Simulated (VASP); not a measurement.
# SiO2 (I4_122) in VASP: single point with PBE

Aim: the single point of SiO2 with PBE.

All numbers are computed with VASP 6.6.1; they aren't measurements. Logs are shortened: lines on timing, memory, paths and dates and some standing lists are left out, and cuts for length are marked.

## Step 1: The cell of the first run

The structure is tetragonal, space group I4_122 (No. 98). The conventional cell has a = 5.682 Å, b = 5.682 Å, c = 11.311 Å, α = 90.00°, β = 90.00°, γ = 90.00°. Si (site symmetry 2) has 4 O at 1.63 to 1.64 Å within 2.2 Å. O (site symmetry 2) has 2 Si at 1.64 Å within 2.2 Å. Within 2.2 Å of O (site symmetry 2) lie 2 Si at 1.63 Å.

The cell was built from a structure type or drawn by symmetry, and may not be a known phase.

## Step 2: Single point, PBE

Input file INCAR:

```
PREC = Accurate ; ENCUT = 520
EDIFF = 1E-6 ; ISMEAR = 0
SIGMA = 0.02 ; LREAL = False
LASPH = True ; NELM = 100
ALGO = Normal ; ISIF = 2
LWAVE = False ; LCHARG = True
GGA = PE ; LELF = True
LVHAR = True ; NBANDS = 44
```

Input file KPOINTS:

```
regular mesh
0
Gamma
  6 6 6
```

Input file POSCAR:

```
SiO2
1.0
   -2.8409643941      2.8409643941      5.6555189429
    2.8409643941     -2.8409643941      5.6555189429
    2.8409643941      2.8409643941     -5.6555189429
Si O
4 8
Direct
    0.3750000000      0.9868056816      0.1118056816
    0.7368056816      0.1250000000      0.1118056816
    0.0131943184      0.6250000000      0.8881943184
    0.8750000000      0.2631943184      0.8881943184
    0.4683527062      0.9683527062      0.9367054124
    0.2816472938      0.7183527062      0.0000000000
    0.1164784024      0.1164784024      0.0000000000
    0.6335215976      0.1335215976      0.5000000000
    0.8835215976      0.8835215976      0.0000000000
    0.8664784024      0.3664784024      0.5000000000
    0.7183527062      0.2816472938      0.0000000000
    0.0316472938      0.5316472938      0.0632945876
```

Potentials or basis: VASP PAW PBE potentials, release 64 (Si, O).

The run is started by

```bash
$ cat potpaw_PBE.64/Si/POTCAR potpaw_PBE.64/O/POTCAR > POTCAR
$ mpirun -np 1 vasp_std > vasp.out
```

OUTCAR:

```text
PREC = Accurate
   ENCUT = 520
   EDIFF = 1E-6
   ISMEAR = 0
   LREAL = False
   LASPH = True
   NELM = 100
   ISIF = 2
   GGA = PE

 ion  position               nearest neighbor table
   1  0.375  0.987  0.112-   7 1.63   8 1.63   6 1.64   5 1.64   3 2.97   2 2.97
   2  0.737  0.125  0.112-   9 1.63  10 1.63   5 1.64  11 1.64   4 2.97   1 2.97
   3  0.013  0.625  0.888-   9 1.63  10 1.63   6 1.64  12 1.64   1 2.97   4 2.97
   4  0.875  0.263  0.888-   7 1.63   8 1.63  12 1.64  11 1.64   2 2.97   3 2.97
   5  0.468  0.968  0.937-   2 1.64   1 1.64
   6  0.282  0.718  0.000-   1 1.64   3 1.64
   7  0.116  0.116  0.000-   1 1.63   4 1.63
   8  0.634  0.134  0.500-   1 1.63   4 1.63
   9  0.884  0.884  0.000-   2 1.63   3 1.63
  10  0.866  0.366  0.500-   2 1.63   3 1.63
  11  0.718  0.282  0.000-   2 1.64   4 1.64
  12  0.032  0.532  0.063-   4 1.64   3 1.64

  LATTYP: Found a body centered tetragonal cell.
 ALAT       =     5.6819287882
 C/A-ratio  =     1.9907039154

  Lattice vectors:

 A1 = (  -2.8409643941,   2.8409643941,   5.6555189429)
 A2 = (   2.8409643941,  -2.8409643941,   5.6555189429)
 A3 = (   2.8409643941,   2.8409643941,  -5.6555189429)

Analysis of symmetry for initial positions (statically):
=====================================================================
 Subroutine PRICEL returns:
 Original cell was already a primitive cell.

 Routine SETGRP: Setting up the symmetry group for a
 body centered tetragonal supercell.

 Subroutine GETGRP returns: Found  8 space group operations
 (whereof  4 operations were pure point group operations)
 out of a pool of 16 trial point group operations.

The static configuration has the point symmetry D_2 .
 The point group associated with its full space group is D_4 .

Analysis of symmetry for dynamics (positions and initial velocities):
=====================================================================
 Subroutine PRICEL returns:
 Original cell was already a primitive cell.

 Routine SETGRP: Setting up the symmetry group for a
 body centered tetragonal supercell.

 Subroutine GETGRP returns: Found  8 space group operations
 (whereof  4 operations were pure point group operations)
 out of a pool of 16 trial point group operations.

The dynamic configuration has the point symmetry D_2 .
 The point group associated with its full space group is D_4 .

 Subroutine INISYM returns: Found  8 space group operations
 (whereof  4 operations are pure point group operations),
 and found     1 'primitive' translations

----------------------------------------------------------------------------------------

                                     Primitive cell

  volume of cell :     182.5846

  direct lattice vectors                    reciprocal lattice vectors
    -2.840964394  2.840964394  5.655518943     0.000000000  0.175996574  0.088409217
     2.840964394 -2.840964394  5.655518943     0.175996574  0.000000000  0.088409217
     2.840964394  2.840964394 -5.655518943     0.175996574  0.175996574  0.000000000

  length of vectors
     6.937366351  6.937366351  6.937366351     0.196954268  0.196954268  0.248896742

  position of ions in fractional coordinates (direct lattice)
     0.375000000  0.986805682  0.111805682
     0.736805682  0.125000000  0.111805682
     0.013194318  0.625000000  0.888194318
     0.875000000  0.263194318  0.888194318
     0.468352706  0.968352706  0.936705412
     0.281647294  0.718352706  0.000000000
     0.116478402  0.116478402  0.000000000
     0.633521598  0.133521598  0.500000000
     0.883521598  0.883521598  0.000000000
     0.866478402  0.366478402  0.500000000
     0.718352706  0.281647294  0.000000000
     0.031647294  0.531647294  0.063294588

  ion indices of the primitive-cell ions
   primitive index   ion index
                 1           1
                 2           2
                 3           3
                 4           4
                 5           5
                 6           6
                 7           7
                 8           8
                 9           9
                10          10
                11          11
                12          12

----------------------------------------------------------------------------------------

 KPOINTS: regular mesh

Automatic generation of k-mesh.
 Grid dimensions read from file:
 generate k-points for:    6    6    6

 Generating k-lattice:

  Cartesian coordinates                     Fractional coordinates (reciprocal lattice)
     0.000000000  0.029332762  0.014734869     0.166666667  0.000000000  0.000000000
     0.029332762  0.000000000  0.014734869     0.000000000  0.166666667  0.000000000
     0.029332762  0.029332762  0.000000000     0.000000000  0.000000000  0.166666667

  Length of vectors
     0.032825711  0.032825711  0.041482790

  Shift w.r.t. Gamma in fractional coordinates (k-lattice)
     0.000000000  0.000000000  0.000000000

 Subroutine IBZKPT returns following result:
 ===========================================

 Found     30 irreducible k-points:

 Following reciprocal coordinates:
            Coordinates               Weight
  0.000000  0.000000  0.000000      1.000000
  0.166667  0.000000  0.000000      8.000000
  0.333333  0.000000  0.000000      8.000000
  0.500000  0.000000  0.000000      4.000000
  0.166667  0.166667  0.000000      8.000000
  0.333333  0.166667  0.000000     16.000000
[... 16 lines left out ...]
 -0.333333 -0.333333  0.166667      8.000000
 -0.166667 -0.333333  0.166667      8.000000
 [... further k-points ...]
   k-points           NKPTS =     30   k-points in BZ     NKDIM =     30   number of bands    NBANDS=     44
   number of dos      NEDOS =    301   number of ions     NIONS =     12
   total plane-waves  NPLWV = 157464
   dimension x,y,z NGX =    54 NGY =   54 NGZ =   54
   dimension x,y,z NGXF=   108 NGYF=  108 NGZF=  108
   ions per type =               4   8
   NGX,Y,Z   is equivalent  to a cutoff of  12.94, 12.94, 12.94 a.u.
   NGXF,Y,Z  is equivalent  to a cutoff of  25.88, 25.88, 25.88 a.u.
 SYSTEM =  unknown system
   PREC   = accura    normal or accurate (medium, high low for compatibility)
   ISTART =      0    job   : 0-new  1-cont  2-samecut
   ICHARG =      2    charge: 1-file 2-atom 10-const
   ISPIN  =      1    spin polarized calculation?
   LNONCOLLINEAR =      F non collinear calculations
   LSORBIT =      F    spin-orbit coupling
   LASPH  =      T    aspherical Exc in radial PAW
   ENCUT  =  520.0 eV  38.22 Ry    6.18 a.u.  12.90 12.90 12.90*2*pi/ulx,y,z
   NELM   =    100;   NELMIN=  2; NELMDL= -5     # of ELM steps
   EDIFF  = 0.1E-05   stopping-criterion for ELM
   LREAL  =      F    real-space projection
   EDIFFG = 0.1E-04   stopping-criterion for IOM
   NSW    =      0    number of steps for IOM
   IBRION =     -1    ionic relax: 0-MD 1-quasi-New 2-CG
   NFREE  =      0    steps in history (QN), initial steepest desc. (CG)
   ISIF   =      2    stress and relaxation
   ISYM   =      2    0-nonsym 1-usesym 2-fastsym
   POTIM  = 0.5000    time-step for ionic-motion
   TEBEG  =    0.0;   TEEND  =   0.0 temperature during run
   PSTRESS=    0.0 pullay stress
   NELECT =      64.0000    total number of electrons
   NUPDOWN=      -1.0000    fix difference up-down
   EMIN   =  10.00;   EMAX   =-10.00  energy-range for DOS
   EFERMI =   0.00;   METHOD = LEGACY
   ISMEAR =     0;   SIGMA  =   0.02  broadening in eV -4-tet -1-fermi 0-gaus
   EFERMI_NEDOS =   21; number of points for ismear=-14 and -15
   IALGO  =     38    algorithm
   IMIX   =      4    mixing-type and parameters
     AMIX     =   0.40;   BMIX     =  1.00
     AMIX_MAG =   1.60;   BMIX_MAG =  1.00
  volume/ion in A,a.u.               =      15.22       102.68
  Fermi-wavevector in a.u.,A,eV,Ry     =   1.154286  2.181284 18.128082  1.332376
  Thomas-Fermi vector in A             =   2.290924
   LORBIT       =      0    0 simple, 1 ext, 2 COOP (PROOUT), +10 PAW based schemes
   GGA     = PE    functional components
   LHFCALC =     F    Hartree Fock is set to
   AEXX    =    0.0000 exact exchange contribution
   IVDW    =     0    specifies the selected vdW correction
   LEPSILON=     F    determine dielectric tensor
   LRPA    =     F    only Hartree local field effects (RPA)
 non-spin polarized calculation
 Gauss-broadening in eV      SIGMA  =   0.02
  energy-cutoff  :      520.00
  volume of cell :      182.58
 maximum number of plane-waves:      4954
 NGX is ok and might be reduce to    54
   NGX = 25   NGY = 25   NGZ = 25

 number of electron      63.9999980 magnetization

 Free energy of the ion-electron system (eV)
  ---------------------------------------------------
  ext. energy  EPLUGINS =         0.00000000
  ---------------------------------------------------
  free energy    TOTEN  =       -93.19202335 eV

  energy without entropy =      -93.19202335  energy(sigma->0) =      -93.19202335

 E-fermi :   0.1710     XC(G=0):  -8.1050

 val. band max:        0.0652784945   @ k =   0.0000   0.0000   0.0000
 cond. band min:       4.9087618935   @ k =   0.0000   0.0000   0.0000
 fundamental gap:      4.8434833990
 Fermi energy:         0.1709906408

 k-point     1 :       0.0000    0.0000    0.0000
  band No.  band energies     occupation
      1     -19.5906      2.00000
      2     -18.2903      2.00000
      3     -18.0780      2.00000
      4     -18.0780      2.00000
      5     -17.7885      2.00000
      6     -17.6635      2.00000
[... 36 lines left out ...]
     43      10.6735      0.00000
     44      10.9254      0.00000

 k-point     2 :       0.1667    0.0000    0.0000
  band No.  band energies     occupation
      1     -19.5407      2.00000
      2     -18.4225      2.00000
      3     -18.2110      2.00000
      4     -17.9789      2.00000
      5     -17.7354      2.00000
      6     -17.6149      2.00000
[... 1026 lines left out ...]
 k-point    24 :      -0.1667   -0.3333    0.1667
  band No.  band energies     occupation
      1     -19.4324      2.00000
      2     -18.6658      2.00000
      3     -18.3674      2.00000
      4     -17.8256      2.00000
      5     -17.7067      2.00000
      6     -17.5288      2.00000
[... 36 lines left out ...]
     43      10.3935      0.00000
     44      11.6163      0.00000

 [... further k-points ...]
[... 5 lines left out ...]
  --------------------------------------------------------------------------------------
  -------------------------------------------------------------------------------------
  Total        0.0483542      0.0483542      0.3548148      0.0000000      0.0000000      0.0000000
  in kB        0.4243077      0.4243077      3.1134959      0.0000000      0.0000000      0.0000000
  external PRESSURE =       1.3207038 kB  Pullay stress =       0.0000000 kB

 VOLUME and BASIS-vectors are now :
 -----------------------------------------------------------------------------
  energy-cutoff  :      520.00
  volume of cell :      182.58
      direct lattice vectors                 reciprocal lattice vectors
    -2.840964394  2.840964394  5.655518943     0.000000000  0.175996574  0.088409217
     2.840964394 -2.840964394  5.655518943     0.175996574  0.000000000  0.088409217
     2.840964394  2.840964394 -5.655518943     0.175996574  0.175996574  0.000000000

 POSITION                                       TOTAL-FORCE (eV/Angst)
 -----------------------------------------------------------------------------------
      2.05575     -1.42048      7.06940         0.002341      0.000000      0.000000
     -1.42048      2.05575      4.24164        -0.000000      0.002341      0.000000
      4.26145      0.78521     -1.41388        -0.000000     -0.002341      0.000000
      0.78521      4.26145      1.41388        -0.002341      0.000000      0.000000
      4.08163      1.24066      2.82776        -0.010929     -0.010929     -0.000000
      1.24066     -1.24066      5.65552        -0.010929      0.010929      0.000000
      0.00000      0.00000      1.31749        -0.000000      0.000000     -0.005927
      0.00000      2.84096      1.51027        -0.000000      0.000000      0.005927
      0.00000      0.00000      9.99355        -0.000000      0.000000      0.005927
      0.00000      2.84096      4.14525        -0.000000      0.000000     -0.005927
     -1.24066      1.24066      5.65552         0.010929     -0.010929      0.000000
      1.60030     -1.24066      2.82776         0.010929      0.010929      0.000000
 -----------------------------------------------------------------------------------
    total drift:                                0.000000     -0.000000      0.000000

  FREE ENERGIE OF THE ION-ELECTRON SYSTEM (eV)
  ---------------------------------------------------
  free  energy   TOTEN  =       -93.1920233550 eV

  energy  without entropy=      -93.1920233550  energy(sigma->0) =      -93.19202335
```

It took 4.1 min on 1 thread of AMD EPYC 9R45 (Zen 5), shared host; peak memory 0.44 GiB.

Results:

* Free energy: -93.1920 eV
* Pressure: 0.1 GPa
* Largest force: 0.015 eV/Å
* Band gap on the k mesh: 4.84 eV

Forces in eV/Å, atoms in the order of the input:
```
Si   0.002  0.000  0.000
Si   0.000  0.002  0.000
Si   0.000 -0.002  0.000
Si  -0.002  0.000  0.000
O   -0.011 -0.011  0.000
O   -0.011  0.011  0.000
O    0.000  0.000 -0.006
O    0.000  0.000  0.006
O    0.000  0.000  0.006
O    0.000  0.000 -0.006
O    0.011 -0.011  0.000
O    0.011  0.011  0.000
```

Stress tensor (GPa, compression positive):
```
0.04 0.00 0.00
0.00 0.04 0.00
0.00 0.00 0.31
```

Levels at points of the mesh, in eV from the valence-band top:
| k point | band 28 | band 29 | band 30 | band 31 | band 32 | band 33 | band 34 | band 35 | band 36 | band 37 |
| --- | --- | --- | --- | --- | --- | --- | --- | --- | --- | --- |
| (0.00, 0.00, 0.00) | -1.46 | -0.66 | -0.66 | -0.24 | 0.00 | 4.84 | 7.23 | 7.28 | 8.87 | 8.87 |
| (0.50, 0.00, 0.00) | -1.13 | -0.66 | -0.51 | -0.45 | -0.29 | 6.51 | 7.10 | 7.64 | 8.65 | 8.67 |
| (0.50, 0.50, 0.00) | -1.13 | -1.13 | -1.09 | -0.44 | -0.08 | 6.81 | 8.22 | 8.74 | 8.76 | 8.87 |
| (0.50, 0.50, 0.50) | -1.18 | -0.80 | -0.49 | -0.44 | -0.44 | 6.45 | 6.45 | 7.85 | 7.85 | 8.12 |
